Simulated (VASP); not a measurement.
# C (I4_1/amd) in VASP: a series of runs

C is run at these levels: LDA; tasks: electric field gradients.

All numbers are computed with VASP 6.6.1; they aren't measurements. Logs are shortened: lines on timing, memory, paths and dates and some standing lists are left out, and cuts for length are marked.

## (1) The cell of the first run

Symmetry: I4_1/amd, No. 141, tetragonal system. The conventional cell has a = 2.522 Å, b = 2.522 Å, c = 3.531 Å, α = 90.00°, β = 90.00°, γ = 90.00°. Within 2.1 Å of C (site symmetry -4m2) lie 4 C at 1.54 Å.

## (2) Electric field gradients, LDA (zz strain of -1 %)

Contents of INCAR:

```
  PREC = Accurate
  ENCUT = 520
  EDIFF = 1E-8
  ISMEAR = -1
  SIGMA = 0.08
  LREAL = F
  LASPH = T
  NELM = 100
  ALGO = Normal
  ISIF = 2
  LWAVE = F
  LCHARG = F
  LEFG = T
  NBANDS = 11
```

Contents of KPOINTS:

```
Automatic mesh
0
Gamma
  20 20 20
```

Contents of POSCAR:

```
C
1.0
    0.0000000000      1.7834000000      1.7655660000
    1.7834000000      0.0000000000      1.7655660000
    1.7834000000      1.7834000000      0.0000000000
C
2
Direct
    0.5000000000      0.5000000000      0.5000000000
    0.7500000000      0.7500000000      0.7500000000
```

Potentials or basis: VASP PAW LDA potentials, release 64 (C).

Launch:

```
$ cat potpaw_LDA.64/C/POTCAR > POTCAR
$ mpirun -np 1 vasp_std > vasp.out
```

OUTCAR:

```text
PREC = Accurate
   ENCUT = 520
   EDIFF = 1E-8
   ISMEAR = -1
   LREAL = F
   LASPH = T
   NELM = 100
   ISIF = 2

 ion  position               nearest neighbor table
   1  0.500  0.500  0.500-   2 1.54   2 1.54   2 1.54   2 1.54
   2  0.750  0.750  0.750-   1 1.54   1 1.54   1 1.54   1 1.54

  LATTYP: Found a body centered tetragonal cell.
 ALAT       =     2.5221084671
 C/A-ratio  =     1.4000714267

  Lattice vectors:

 A1 = (   0.0000000000,  -1.7834000000,  -1.7655660000)
 A2 = (   0.0000000000,   1.7834000000,  -1.7655660000)
 A3 = (   1.7834000000,   0.0000000000,   1.7655660000)

Analysis of symmetry for initial positions (statically):
=====================================================================
 Subroutine PRICEL returns:
 Original cell was already a primitive cell.

 Routine SETGRP: Setting up the symmetry group for a
 body centered tetragonal supercell.

 Subroutine GETGRP returns: Found 16 space group operations
 (whereof  8 operations were pure point group operations)
 out of a pool of 16 trial point group operations.

The static configuration has the point symmetry D_2d.
 The point group associated with its full space group is D_4h.

Analysis of symmetry for dynamics (positions and initial velocities):
=====================================================================
 Subroutine PRICEL returns:
 Original cell was already a primitive cell.

 Routine SETGRP: Setting up the symmetry group for a
 body centered tetragonal supercell.

 Subroutine GETGRP returns: Found 16 space group operations
 (whereof  8 operations were pure point group operations)
 out of a pool of 16 trial point group operations.

The dynamic configuration has the point symmetry D_2d.
 The point group associated with its full space group is D_4h.

 Subroutine INISYM returns: Found 16 space group operations
 (whereof  8 operations are pure point group operations),
 and found     1 'primitive' translations

----------------------------------------------------------------------------------------

                                     Primitive cell

  volume of cell :      11.2308

  direct lattice vectors                    reciprocal lattice vectors
     0.000000000  1.783400000  1.765566000    -0.280363351  0.280363351  0.283195304
     1.783400000  0.000000000  1.765566000     0.280363351 -0.280363351  0.283195304
     1.783400000  1.783400000  0.000000000     0.280363351  0.280363351 -0.283195304

  length of vectors
     2.509529609  2.509529609  2.522108467     0.487244084  0.487244084  0.487244084

  position of ions in fractional coordinates (direct lattice)
     0.500000000  0.500000000  0.500000000
     0.750000000  0.750000000  0.750000000

  ion indices of the primitive-cell ions
   primitive index   ion index
                 1           1
                 2           2

----------------------------------------------------------------------------------------

 KPOINTS: Automatic mesh

Automatic generation of k-mesh.
 Grid dimensions read from file:
 generate k-points for:   20   20   20

 Generating k-lattice:

  Cartesian coordinates                     Fractional coordinates (reciprocal lattice)
    -0.014018168  0.014018168  0.014159765     0.050000000  0.000000000  0.000000000
     0.014018168 -0.014018168  0.014159765     0.000000000  0.050000000  0.000000000
     0.014018168  0.014018168 -0.014159765     0.000000000  0.000000000  0.050000000

  Length of vectors
     0.024362204  0.024362204  0.024362204

  Shift w.r.t. Gamma in fractional coordinates (k-lattice)
     0.000000000  0.000000000  0.000000000

 Subroutine IBZKPT returns following result:
 ===========================================

 Found    641 irreducible k-points:

 Following reciprocal coordinates:
            Coordinates               Weight
  0.000000  0.000000  0.000000      1.000000
  0.050000 -0.000000  0.000000      8.000000
  0.100000 -0.000000  0.000000      8.000000
  0.150000 -0.000000  0.000000      8.000000
  0.200000 -0.000000  0.000000      8.000000
  0.250000  0.000000  0.000000      8.000000
[... 16 lines left out ...]
 -0.400000  0.050000  0.000000      8.000000
 -0.350000  0.050000  0.000000      8.000000
 [... further k-points ...]
   k-points           NKPTS =    641   k-points in BZ     NKDIM =    641   number of bands    NBANDS=     11
   number of dos      NEDOS =    301   number of ions     NIONS =      2
   total plane-waves  NPLWV =   8000
   dimension x,y,z NGX =    20 NGY =   20 NGZ =   20
   dimension x,y,z NGXF=    40 NGYF=   40 NGZF=   40
   ions per type =               2
   NGX,Y,Z   is equivalent  to a cutoff of  13.25, 13.25, 13.18 a.u.
   NGXF,Y,Z  is equivalent  to a cutoff of  26.50, 26.50, 26.37 a.u.
 SYSTEM =  unknown system
   PREC   = accura    normal or accurate (medium, high low for compatibility)
   ISTART =      0    job   : 0-new  1-cont  2-samecut
   ICHARG =      2    charge: 1-file 2-atom 10-const
   ISPIN  =      1    spin polarized calculation?
   LNONCOLLINEAR =      F non collinear calculations
   LSORBIT =      F    spin-orbit coupling
   LASPH  =      T    aspherical Exc in radial PAW
   ENCUT  =  520.0 eV  38.22 Ry    6.18 a.u.   4.67  4.67  4.69*2*pi/ulx,y,z
   NELM   =    100;   NELMIN=  2; NELMDL= -5     # of ELM steps
   EDIFF  = 0.1E-07   stopping-criterion for ELM
   LREAL  =      F    real-space projection
   EDIFFG = 0.1E-06   stopping-criterion for IOM
   NSW    =      0    number of steps for IOM
   IBRION =     -1    ionic relax: 0-MD 1-quasi-New 2-CG
   NFREE  =      0    steps in history (QN), initial steepest desc. (CG)
   ISIF   =      2    stress and relaxation
   ISYM   =      2    0-nonsym 1-usesym 2-fastsym
   POTIM  = 0.5000    time-step for ionic-motion
   TEBEG  =    0.0;   TEEND  =   0.0 temperature during run
   PSTRESS=    0.0 pullay stress
   NELECT =       8.0000    total number of electrons
   NUPDOWN=      -1.0000    fix difference up-down
   EMIN   =  10.00;   EMAX   =-10.00  energy-range for DOS
   EFERMI =   0.00;   METHOD = LEGACY
   ISMEAR =    -1;   SIGMA  =   0.08  broadening in eV -4-tet -1-fermi 0-gaus
   EFERMI_NEDOS =   21; number of points for ismear=-14 and -15
   IALGO  =     38    algorithm
   IMIX   =      4    mixing-type and parameters
     AMIX     =   0.40;   BMIX     =  1.00
     AMIX_MAG =   1.60;   BMIX_MAG =  1.00
  volume/ion in A,a.u.               =       5.62        37.89
  Fermi-wavevector in a.u.,A,eV,Ry     =   1.462068  2.762909 29.084409  2.137644
  Thomas-Fermi vector in A             =   2.578325
   LORBIT       =      0    0 simple, 1 ext, 2 COOP (PROOUT), +10 PAW based schemes
   GGA     = CA    functional components
   LHFCALC =     F    Hartree Fock is set to
   AEXX    =    0.0000 exact exchange contribution
   IVDW    =     0    specifies the selected vdW correction
   LEPSILON=     F    determine dielectric tensor
   LRPA    =     F    only Hartree local field effects (RPA)
 non-spin polarized calculation
  energy-cutoff  :      520.00
  volume of cell :       11.23
 maximum number of plane-waves:       316
   NGX =  9   NGY =  9   NGZ =  9

 number of electron       7.9999999 magnetization

 Free energy of the ion-electron system (eV)
  ---------------------------------------------------
  ext. energy  EPLUGINS =         0.00000000
  ---------------------------------------------------
  free energy    TOTEN  =       -20.23952144 eV

  energy without entropy =      -20.23952144  energy(sigma->0) =      -20.23952144

 E-fermi :  11.2630     XC(G=0): -13.5481

 val. band max:        9.9712578775   @ k =   0.0000   0.0000   0.0000
 cond. band min:      13.8402451220   @ k =   0.3500   0.3500   0.0000
 fundamental gap:      3.8689872445
 Fermi energy:        11.2629529783

 k-point     1 :       0.0000    0.0000    0.0000
  band No.  band energies     occupation
      1     -11.5816      2.00000
      2       9.8206      2.00000
      3       9.8206      2.00000
      4       9.9713      2.00000
      5      15.3605      0.00000
      6      15.4833      0.00000
      7      15.4833      0.00000
      8      23.6550      0.00000
      9      29.0071      0.00000
     10      36.3466      0.00000
     11      36.8612      0.00000
[... 309 lines left out ...]
 k-point    24 :      -0.3500    0.0500    0.0000
  band No.  band energies     occupation
      1      -7.8752      2.00000
      2      -0.4913      2.00000
      3       6.9312      2.00000
      4       7.4237      2.00000
      5      18.1072      0.00000
      6      18.3662      0.00000
      7      19.0739      0.00000
      8      25.0971      0.00000
      9      30.7715      0.00000
     10      32.7113      0.00000
     11      34.0806      0.00000

 [... further k-points ...]
[... 5 lines left out ...]
  --------------------------------------------------------------------------------------
  -------------------------------------------------------------------------------------
  Total       -0.7296997     -0.7296997     -0.0778491      0.0000000     -0.0000000      0.0000000
  in kB     -104.0982198   -104.0982198    -11.1058764      0.0000000     -0.0000000      0.0000000
  external PRESSURE =     -73.1007720 kB  Pullay stress =       0.0000000 kB

 VOLUME and BASIS-vectors are now :
 -----------------------------------------------------------------------------
  energy-cutoff  :      520.00
  volume of cell :       11.23
      direct lattice vectors                 reciprocal lattice vectors
     0.000000000  1.783400000  1.765566000    -0.280363351  0.280363351  0.283195304
     1.783400000  0.000000000  1.765566000     0.280363351 -0.280363351  0.283195304
     1.783400000  1.783400000  0.000000000     0.280363351  0.280363351 -0.283195304

 POSITION                                       TOTAL-FORCE (eV/Angst)
 -----------------------------------------------------------------------------------
      1.78340      1.78340      1.76557        -0.000000      0.000000      0.000000
      2.67510      2.67510      2.64835         0.000000     -0.000000      0.000000
 -----------------------------------------------------------------------------------
    total drift:                                0.000000     -0.000000      0.000000

  FREE ENERGIE OF THE ION-ELECTRON SYSTEM (eV)
  ---------------------------------------------------
  free  energy   TOTEN  =       -20.2395214414 eV

  energy  without entropy=      -20.2395214413  energy(sigma->0) =      -20.23952144

 Electric field gradients (V/A^2)
---------------------------------------------------------------------
 ion       V_xx      V_yy      V_zz      V_xy      V_xz      V_yz
---------------------------------------------------------------------
   1       0.190     0.190    -0.380    -0.000    -0.000    -0.000
   2       0.190     0.190    -0.380    -0.000    -0.000    -0.000
---------------------------------------------------------------------

 Electric field gradients after diagonalization (V/A^2)
 (convention: |V_zz| > |V_xx| > |V_yy|)
----------------------------------------------------------------------
 ion       V_xx      V_yy      V_zz     asymmetry (V_yy - V_xx)/ V_zz
----------------------------------------------------------------------
   1       0.190     0.190    -0.380       0.001
   2       0.190     0.190    -0.380       0.001
----------------------------------------------------------------------

           NMR quadrupolar parameters

 Cq : quadrupolar parameter    Cq=e*Q*V_zz/h
 eta: asymmetry parameters     (V_yy - V_xx)/ V_zz
 Q  : nuclear electric quadrupole moment in mb (millibarn)
----------------------------------------------------------------------
 ion       Cq(MHz)       eta       Q (mb)
----------------------------------------------------------------------
   1      -0.001       0.001       1.000
   2      -0.001       0.001       1.000
----------------------------------------------------------------------
```

Run time: 25 s. Hardware: 1 thread of Intel Xeon 6975P-C (Granite Rapids), shared host; peak memory 0.16 GiB.

Results:

| Property | Result |
| --- | --- |
| Free energy | -20.2395 eV |
| Pressure | -7.3 GPa |
| Band gap on the k mesh | 3.87 eV (least direct gap 5.39 eV) |
| Largest electric field gradient by atom | C -0.4 V/Å² |

Electric field gradients, principal values (V/Å²):
| atom | least | middle | greatest (by size) |
| --- | --- | --- | --- |
| 1 C | 0.190 | 0.190 | -0.380 |
| 2 C | 0.190 | 0.190 | -0.380 |

Caveat: the cell differs from its parent crystal (zz strain of -1 %); the cell stands under tension; without QUAD_EFG the Cq values of the log hold for a quadrupole moment of 1 mb, not for the nuclei.

(Continued in part 2 of 2.)
